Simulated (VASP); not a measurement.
# Ga5As2P3 (I-4m2) in VASP: a series of runs

Runs on Ga5As2P3. Level: PBE. Tasks: single point.

Program: VASP 6.6.1. These are calculated values, not measurements. Logs are shortened: lines on timing, memory, paths and dates and some standing lists are left out, and cuts for length are marked.

### Step 1. The cell of the first run

Symmetry: I-4m2, No. 119, tetragonal system. The conventional cell has a = 3.958 Å, b = 3.958 Å, c = 28.028 Å, α = 90.00°, β = 90.00°, γ = 90.00°. Within 3.2 Å of Ga (site symmetry 2mm) lie 2 P at 2.40 Å and 2 As at 2.46 Å. Within 3.2 Å of Ga (site symmetry 2mm) lie 4 P at 2.40 Å. Within 3.3 Å of Ga (site symmetry -4m2) lie 4 As at 2.46 Å. Within 3.2 Å of P (site symmetry -4m2) lie 4 Ga at 2.40 Å. Within 3.2 Å of P (site symmetry 2mm) lie 4 Ga at 2.40 Å. As (site symmetry 2mm) has 4 Ga at 2.46 Å within 3.3 Å.

### Step 2. Single point, PBE

INCAR reads:

```
ALGO = Normal
EDIFF = 1E-7
ENCUT = 520
GGA = PE
ISIF = 2
ISMEAR = 0
LASPH = T
LCHARG = T
LELF = T
LREAL = F
LVHAR = T
LWAVE = F
NBANDS = 56
NELM = 60
PREC = Accurate
SIGMA = 0.1
```

KPOINTS reads:

```
k-points
0
Gamma
  4 4 4
```

POSCAR reads:

```
Ga5As2P3
1.0
    0.0000000000     -3.9581324675      0.0000000000
    3.9581324675      0.0000000000      0.0000000000
   -1.9790662337      1.9790662337     14.0140903179
Ga P As
5 3 2
Direct
    0.8954449981      0.8954449981      0.7908899961
    0.2984389204      0.2984389204      0.5968778407
    0.7015610796      0.7015610796      0.4031221593
    0.1045550019      0.1045550019      0.2091100039
    0.5000000000      0.5000000000      0.0000000000
    0.2500000000      0.7500000000      0.5000000000
    0.6530323495      0.1530323495      0.3060646991
    0.8469676505      0.3469676505      0.6939353009
    0.0522429028      0.5522429028      0.1044858057
    0.4477570972      0.9477570972      0.8955141943
```

Potentials or basis: VASP PAW PBE potentials, release 64 (Ga_d, P, As).

Started as:

```bash
$ cat potpaw_PBE.64/Ga_d/POTCAR potpaw_PBE.64/P/POTCAR potpaw_PBE.64/As/POTCAR > POTCAR
$ mpirun -np 1 vasp_std > vasp.out
```

OUTCAR:

```text
EDIFF = 1E-7
   ENCUT = 520
   GGA = PE
   ISIF = 2
   ISMEAR = 0
   LASPH = T
   LREAL = F
   NELM = 60
   PREC = Accurate

 ion  position               nearest neighbor table
   1  0.895  0.895  0.791-   8 2.40   8 2.40  10 2.46  10 2.46
   2  0.298  0.298  0.597-   6 2.40   6 2.40   8 2.40   8 2.40
   3  0.702  0.702  0.403-   6 2.40   6 2.40   7 2.40   7 2.40
   4  0.105  0.105  0.209-   7 2.40   7 2.40   9 2.46   9 2.46
   5  0.500  0.500  0.000-   9 2.46  10 2.46  10 2.46   9 2.46
   6  0.250  0.750  0.500-   2 2.40   3 2.40   2 2.40   3 2.40
   7  0.653  0.153  0.306-   4 2.40   4 2.40   3 2.40   3 2.40
   8  0.847  0.347  0.694-   1 2.40   1 2.40   2 2.40   2 2.40
   9  0.052  0.552  0.104-   5 2.46   5 2.46   4 2.46   4 2.46
  10  0.448  0.948  0.896-   5 2.46   5 2.46   1 2.46   1 2.46

  LATTYP: Found a body centered tetragonal cell.
 ALAT       =     3.9581324675
 C/A-ratio  =     7.0811628630

  Lattice vectors:

 A1 = (  -1.9790662338,  -1.9790662337, -14.0140903179)
 A2 = (   1.9790662337,   1.9790662338, -14.0140903179)
 A3 = (   1.9790662338,  -1.9790662338,  14.0140903179)

Analysis of symmetry for initial positions (statically):
=====================================================================
 Subroutine PRICEL returns:
 Original cell was already a primitive cell.

 Routine SETGRP: Setting up the symmetry group for a
 body centered tetragonal supercell.

 Subroutine GETGRP returns: Found  8 space group operations
 (whereof  8 operations were pure point group operations)
 out of a pool of 16 trial point group operations.

The static configuration has the point symmetry D_2d.

Analysis of symmetry for dynamics (positions and initial velocities):
=====================================================================
 Subroutine PRICEL returns:
 Original cell was already a primitive cell.

 Routine SETGRP: Setting up the symmetry group for a
 body centered tetragonal supercell.

 Subroutine GETGRP returns: Found  8 space group operations
 (whereof  8 operations were pure point group operations)
 out of a pool of 16 trial point group operations.

The dynamic configuration has the point symmetry D_2d.

 Subroutine INISYM returns: Found  8 space group operations
 (whereof  8 operations are pure point group operations),
 and found     1 'primitive' translations

----------------------------------------------------------------------------------------

                                     Primitive cell

  volume of cell :     219.5561

  direct lattice vectors                    reciprocal lattice vectors
     0.000000000 -3.958132468  0.000000000     0.000000000 -0.252644399  0.035678377
     3.958132468  0.000000000  0.000000000     0.252644399  0.000000000  0.035678377
    -1.979066234  1.979066234 14.014090318     0.000000000  0.000000000  0.071356754

  length of vectors
     3.958132468  3.958132468 14.290840904     0.255151208  0.255151208  0.071356754

  position of ions in fractional coordinates (direct lattice)
     0.895444998  0.895444998  0.790889996
     0.298438920  0.298438920  0.596877841
     0.701561080  0.701561080  0.403122159
     0.104555002  0.104555002  0.209110004
     0.500000000  0.500000000  0.000000000
     0.250000000  0.750000000  0.500000000
     0.653032350  0.153032350  0.306064699
     0.846967650  0.346967650  0.693935301
     0.052242903  0.552242903  0.104485806
     0.447757097  0.947757097  0.895514194

  ion indices of the primitive-cell ions
   primitive index   ion index
                 1           1
                 2           2
                 3           3
                 4           4
                 5           5
                 6           6
                 7           7
                 8           8
                 9           9
                10          10

----------------------------------------------------------------------------------------

 KPOINTS: k-points

Automatic generation of k-mesh.
 Grid dimensions read from file:
 generate k-points for:    4    4    4

 Generating k-lattice:

  Cartesian coordinates                     Fractional coordinates (reciprocal lattice)
     0.000000000 -0.063161100  0.008919594     0.250000000  0.000000000  0.000000000
     0.063161100  0.000000000  0.008919594     0.000000000  0.250000000  0.000000000
     0.000000000  0.000000000  0.017839189     0.000000000  0.000000000  0.250000000

  Length of vectors
     0.063787802  0.063787802  0.017839189

  Shift w.r.t. Gamma in fractional coordinates (k-lattice)
     0.000000000  0.000000000  0.000000000

 Subroutine IBZKPT returns following result:
 ===========================================

 Found     13 irreducible k-points:

 Following reciprocal coordinates:
            Coordinates               Weight
  0.000000  0.000000  0.000000      1.000000
  0.250000  0.000000 -0.000000      8.000000
  0.500000  0.000000 -0.000000      4.000000
  0.250000  0.250000 -0.000000      8.000000
  0.500000  0.250000 -0.000000     16.000000
 -0.250000  0.250000  0.000000      4.000000
  0.500000  0.500000 -0.000000      2.000000
  0.000000  0.000000  0.250000      2.000000
  0.250000  0.000000  0.250000      8.000000
  0.500000  0.000000  0.250000      4.000000
  0.250000  0.250000  0.250000      4.000000
  0.500000  0.500000  0.250000      2.000000
  0.000000  0.000000  0.500000      1.000000
   k-points           NKPTS =     13   k-points in BZ     NKDIM =     13   number of bands    NBANDS=     56
   number of dos      NEDOS =    301   number of ions     NIONS =     10
   total plane-waves  NPLWV =  97200
   dimension x,y,z NGX =    30 NGY =   30 NGZ =  108
   dimension x,y,z NGXF=    60 NGYF=   60 NGZF=  216
   ions per type =               5   3   2
   NGX,Y,Z   is equivalent  to a cutoff of  12.60, 12.60, 12.56 a.u.
   NGXF,Y,Z  is equivalent  to a cutoff of  25.20, 25.20, 25.13 a.u.
 SYSTEM =  unknown system
   PREC   = accura    normal or accurate (medium, high low for compatibility)
   ISTART =      0    job   : 0-new  1-cont  2-samecut
   ICHARG =      2    charge: 1-file 2-atom 10-const
   ISPIN  =      1    spin polarized calculation?
   LNONCOLLINEAR =      F non collinear calculations
   LSORBIT =      F    spin-orbit coupling
   LASPH  =      T    aspherical Exc in radial PAW
   ENCUT  =  520.0 eV  38.22 Ry    6.18 a.u.   7.36  7.36 26.57*2*pi/ulx,y,z
   NELM   =     60;   NELMIN=  2; NELMDL= -5     # of ELM steps
   EDIFF  = 0.1E-06   stopping-criterion for ELM
   LREAL  =      F    real-space projection
   EDIFFG = 0.1E-05   stopping-criterion for IOM
   NSW    =      0    number of steps for IOM
   IBRION =     -1    ionic relax: 0-MD 1-quasi-New 2-CG
   NFREE  =      0    steps in history (QN), initial steepest desc. (CG)
   ISIF   =      2    stress and relaxation
   ISYM   =      2    0-nonsym 1-usesym 2-fastsym
   POTIM  = 0.5000    time-step for ionic-motion
   TEBEG  =    0.0;   TEEND  =   0.0 temperature during run
   PSTRESS=    0.0 pullay stress
   NELECT =      90.0000    total number of electrons
   NUPDOWN=      -1.0000    fix difference up-down
   EMIN   =  10.00;   EMAX   =-10.00  energy-range for DOS
   EFERMI =   0.00;   METHOD = LEGACY
   ISMEAR =     0;   SIGMA  =   0.10  broadening in eV -4-tet -1-fermi 0-gaus
   EFERMI_NEDOS =   21; number of points for ismear=-14 and -15
   IALGO  =     38    algorithm
   IMIX   =      4    mixing-type and parameters
     AMIX     =   0.40;   BMIX     =  1.00
     AMIX_MAG =   1.60;   BMIX_MAG =  1.00
  volume/ion in A,a.u.               =      21.96       148.16
  Fermi-wavevector in a.u.,A,eV,Ry     =   1.216113  2.298120 20.122065  1.478930
  Thomas-Fermi vector in A             =   2.351477
   LORBIT       =      0    0 simple, 1 ext, 2 COOP (PROOUT), +10 PAW based schemes
   GGA     = PE    functional components
   LHFCALC =     F    Hartree Fock is set to
   AEXX    =    0.0000 exact exchange contribution
   IVDW    =     0    specifies the selected vdW correction
   LEPSILON=     F    determine dielectric tensor
   LRPA    =     F    only Hartree local field effects (RPA)
 non-spin polarized calculation
 Gauss-broadening in eV      SIGMA  =   0.10
  energy-cutoff  :      520.00
  volume of cell :      219.56
 maximum number of plane-waves:      6005
 NGX is ok and might be reduce to    30
   NGX = 15   NGY = 15   NGZ = 53

 number of electron      89.9999949 magnetization

 Free energy of the ion-electron system (eV)
  ---------------------------------------------------
  ext. energy  EPLUGINS =         0.00000000
  ---------------------------------------------------
  free energy    TOTEN  =       -43.60469381 eV

  energy without entropy =      -43.60469381  energy(sigma->0) =      -43.60469381

 E-fermi :   4.5307     XC(G=0):  -9.5615

 val. band max:        4.0695562376   @ k =   0.0000   0.0000   0.0000
 cond. band min:       4.9886710427   @ k =   0.0000   0.0000   0.0000
 fundamental gap:      0.9191148051
 Fermi energy:         4.5306959041

 k-point     1 :       0.0000    0.0000    0.0000
  band No.  band energies     occupation
      1     -10.7246      2.00000
      2     -10.6909      2.00000
      3     -10.6469      2.00000
      4     -10.6449      2.00000
      5     -10.6383      2.00000
      6     -10.6383      2.00000
[... 48 lines left out ...]
     55       7.8215      0.00000
     56       7.8229      0.00000

 k-point     2 :       0.2500    0.0000   -0.0000
  band No.  band energies     occupation
      1     -10.7149      2.00000
      2     -10.6880      2.00000
      3     -10.6693      2.00000
      4     -10.6520      2.00000
      5     -10.6340      2.00000
      6     -10.6332      2.00000
[... 48 lines left out ...]
     55       8.5221      0.00000
     56       8.9719      0.00000
[... 588 lines left out ...]
     55       8.6981      0.00000
     56       9.7049      0.00000

 k-point    13 :       0.0000    0.0000    0.5000
  band No.  band energies     occupation
      1     -10.7252      2.00000
      2     -10.6867      2.00000
      3     -10.6624      2.00000
      4     -10.6383      2.00000
      5     -10.6383      2.00000
      6     -10.6309      2.00000
[... 48 lines left out ...]
     55       7.5831      0.00000
     56       8.3869      0.00000

------------------------ aborting loop because EDIFF is reached ----------------------------------------

  FORCE on cell =-STRESS in cart. coord.  units (eV):
  Direction    XX          YY          ZZ          XY          YZ          ZX
  --------------------------------------------------------------------------------------
  -------------------------------------------------------------------------------------
  Total        0.7563921      0.7563921     -0.7316314      0.0000000      0.0000000     -0.0000000
  in kB        5.5196561      5.5196561     -5.3389682      0.0000000      0.0000000     -0.0000000
  external PRESSURE =       1.9001147 kB  Pullay stress =       0.0000000 kB

 VOLUME and BASIS-vectors are now :
 -----------------------------------------------------------------------------
  energy-cutoff  :      520.00
  volume of cell :      219.56
      direct lattice vectors                 reciprocal lattice vectors
     0.000000000 -3.958132468  0.000000000     0.000000000 -0.252644399  0.035678377
     3.958132468  0.000000000  0.000000000     0.252644399  0.000000000  0.035678377
    -1.979066234  1.979066234 14.014090318     0.000000000  0.000000000  0.071356754

 POSITION                                       TOTAL-FORCE (eV/Angst)
 -----------------------------------------------------------------------------------
      1.97907     -1.97907     11.08360        -0.000000      0.000000     -0.003949
      0.00000     -0.00000      8.36470         0.000000     -0.000000      0.002748
      1.97907     -1.97907      5.64939        -0.000000      0.000000     -0.002748
     -0.00000      0.00000      2.93049         0.000000     -0.000000      0.003949
      1.97907     -1.97907      0.00000        -0.000000     -0.000000      0.000000
      1.97907     -0.00000      7.00705        -0.000000     -0.000000      0.000000
     -0.00000     -1.97907      4.28922         0.000000     -0.000000      0.003974
      0.00000     -1.97907      9.72487        -0.000000      0.000000     -0.003974
      1.97907      0.00000      1.46427         0.000000     -0.000000      0.004875
      1.97907     -0.00000     12.54982        -0.000000      0.000000     -0.004875
 -----------------------------------------------------------------------------------
    total drift:                                0.000002      0.000002      0.000000

  FREE ENERGIE OF THE ION-ELECTRON SYSTEM (eV)
  ---------------------------------------------------
  free  energy   TOTEN  =       -43.6046938087 eV

  energy  without entropy=      -43.6046938087  energy(sigma->0) =      -43.60469381
```

Run time: 2.3 min. Hardware: 1 thread of Intel Xeon 6975P-C (Granite Rapids), shared host; peak memory 0.36 GiB.

Results:

* Free energy: -43.6047 eV
* Pressure: 0.2 GPa
* Largest force: 0.005 eV/Å
* Band gap on the k mesh: 0.92 eV

Forces in eV/Å, atoms in the order of the input:
```
Ga   0.000  0.000 -0.004
Ga   0.000  0.000  0.003
Ga   0.000  0.000 -0.003
Ga   0.000  0.000  0.004
Ga   0.000  0.000  0.000
P    0.000  0.000  0.000
P    0.000  0.000  0.004
P    0.000  0.000 -0.004
As   0.000  0.000  0.005
As   0.000  0.000 -0.005
```

Stress tensor (GPa, compression positive):
```
 0.55  0.00  0.00
 0.00  0.55  0.00
 0.00  0.00 -0.53
```

A k mesh can miss the band edges.

[end of part 1 of 2]
